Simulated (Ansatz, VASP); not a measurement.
# Be16CO in VASP and in Ansatz

```
Be C O
1.0
     4.52544    0.00000    0.00000
    -2.26272    3.91914    0.00000
     0.00000    0.00000   23.47617
Be C O
16 1 1
Direct
  0.33333 0.16667 0.17039
  0.33333 0.66667 0.17039
  0.83333 0.16667 0.17039
  0.83333 0.66667 0.17039
  0.16667 0.33333 0.24635
  0.16667 0.83333 0.24635
  0.66667 0.33333 0.24635
  0.66667 0.83333 0.24635
  0.33333 0.16667 0.32419
  0.33333 0.66667 0.32419
  0.83333 0.16667 0.32419
  0.83333 0.66667 0.32419
  0.16667 0.33333 0.40365
  0.16667 0.83333 0.40365
  0.66667 0.33333 0.40365
  0.66667 0.83333 0.40365
  0.16667 0.33333 0.48288
  0.16667 0.33333 0.53229
```

Alike in both runs: task single point; functional PBE; k mesh 6 × 6 × 1; occupations gaussian, width 0.1 eV; no spin polarisation.

|  | VASP | Ansatz |
| --- | --- | --- |
| version | VASP 6.6.1 | Ansatz 0.2.0 |
| potentials or method | VASP PAW PBE potentials, release 64 (Be, C_h, O_h), cutoff 1000 eV | scalar-relativistic, plane waves, PAW |
| valence electrons in the cell | 42 | 42 |

```csv
,VASP,Ansatz,Ansatz less VASP
gap on the k mesh at the Fermi level (eV),none,none,-
rms of the force components (eV/Å),0.354,0.354,+0.0001
```

Atom by atom the forces differ by 0.011 eV/Å (rms over components). A gap of «none» marks a metal or a gap that the smearing closes.
